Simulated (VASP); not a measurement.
LaTe4: single point with PBE

LaTe4:

```
La Te
1.0
     4.50593    0.00000    0.00000
     0.00000    4.50593    0.00000
     0.00000    0.00000    9.22667
La Te
1 4
Direct
  0.00000 0.00000 0.43082
  0.50000 0.00000 0.17793
  0.00000 0.50000 0.17793
  0.50000 0.50000 0.67565
  0.00000 0.00000 0.75834
```

```json
{"Program": "VASP 6.6.1", "Task": "single point", "Functional": "PBE", "Potentials or basis": "VASP PAW PBE potentials, release 64 (La, Te)", "Cutoff": "520 eV", "k mesh": "8 × 8 × 4", "Occupations": "gaussian, width 0.1 eV", "Spin": "no spin polarisation"}
```

| Property | Result |
| --- | --- |
| Pressure | 0.0 GPa |
| Largest force | 0.013 eV/Å |

Forces in eV/Å, atoms in the order of the input:
```
La   0.000  0.000  0.003
Te   0.000  0.000  0.004
Te   0.000  0.000  0.004
Te   0.000  0.000  0.004
Te   0.000  0.000 -0.013
```

Levels at points of the mesh, in eV from the Fermi level:
```tsv
k point	band 13	band 14	band 15	band 16	band 17	band 18	band 19	band 20	band 21	band 22
(0.00, 0.00, 0.00)	-3.31	-2.13	-1.57	-1.33	1.14	1.14	1.22	1.28	1.54	1.54
(0.50, 0.00, 0.00)	-2.10	-1.95	-1.70	-1.60	-1.54	-1.42	-0.98	-0.89	1.65	1.70
(0.50, 0.50, 0.00)	-2.08	-1.97	-1.97	-1.96	1.01	1.01	1.47	1.56	1.70	1.70
(0.00, 0.00, 0.50)	-3.26	-2.91	-1.35	-1.26	1.13	1.13	1.18	1.28	1.54	1.54
(0.50, 0.00, 0.50)	-2.29	-1.91	-1.65	-1.62	-1.46	-1.42	-0.91	-0.83	1.64	1.65
(0.50, 0.50, 0.50)	-2.06	-2.06	-1.99	-1.67	1.09	1.09	1.22	1.55	1.75	1.75
```

Wall time 6 min on 1 thread of Oxide Virtual Turin-like Processor, on a shared host, peak memory 0.4 GiB.

Caveat: spin-orbit coupling is left out, which moves the levels of the heavy elements.
